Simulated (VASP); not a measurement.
Write the native input for VASP 6.6.1 that does the following.

```
Task                   : single point
Functional             : PBEsol
Potentials or basis    : VASP PAW PBE potentials, release 64 (Cu)
Cutoff                 : 520 eV
k mesh                 : 17 × 17 × 3
Occupations            : gaussian, width 0.15 eV
Spin                   : no spin polarisation
Dipole correction      : no
Further INCAR settings : ALGO = Fast; EDIFF = 1e-06; NBANDS = 54
```

The structure of Cu lies in POSCAR:

```
Cu
1.0
   -2.5195435222      0.0000000000      0.0000000000
   -1.2597717611     -2.1819886961      0.0000000000
    0.0000000000      0.0000000000     16.4659939893
Cu
8
Direct
    0.0000000000      0.0000000000      0.0000000000
    0.0000000000      0.0000000000      0.5000000000
    0.3333333333      0.3333333333      0.1250000000
    0.3333333333      0.3333333333      0.6250000000
    1.0000000000      1.0000000000      0.2500000000
    1.0000000000      1.0000000000      0.7500000000
    0.6666666667      0.6666666667      0.3750000000
    0.6666666667      0.6666666667      0.8750000000
```

This isn't the form of Cu at room conditions, which is fcc.

The input as run:

INCAR

```
SYSTEM = Cu
PREC = Accurate
ENCUT = 520
EDIFF = 1E-6
ISMEAR = 0
SIGMA = 0.15
LREAL = .False.
LASPH = .True.
NELM = 60
ALGO = Fast
ISIF = 2
LWAVE = .False.
LCHARG = .True.
GGA = PS
LELF = .True.
LVHAR = .True.
NBANDS = 54
```

KPOINTS

```
regular mesh
0
Gamma
  17 17 3
  0 0 0
```

Potentials or basis: VASP PAW PBE potentials, release 64 (Cu).

The run is started by

```bash
$ cat potpaw_PBE.64/Cu/POTCAR > POTCAR
$ mpirun -np 1 vasp_std > vasp.out
```

It gave:

| Item | Value |
| --- | --- |
| Pressure | 0.7 GPa |
| Band gap on the k mesh | zero (bands 44 and 45 overlap by 4.81 eV) |

Caveat: the PAW data sets were made with another functional, which shifts forces and pressure a little.

Wall time 7.1 min on 1 thread of Intel(R) Xeon(R) Platinum 8488C (Sapphire Rapids), on a shared host, peak memory 0.35 GiB.
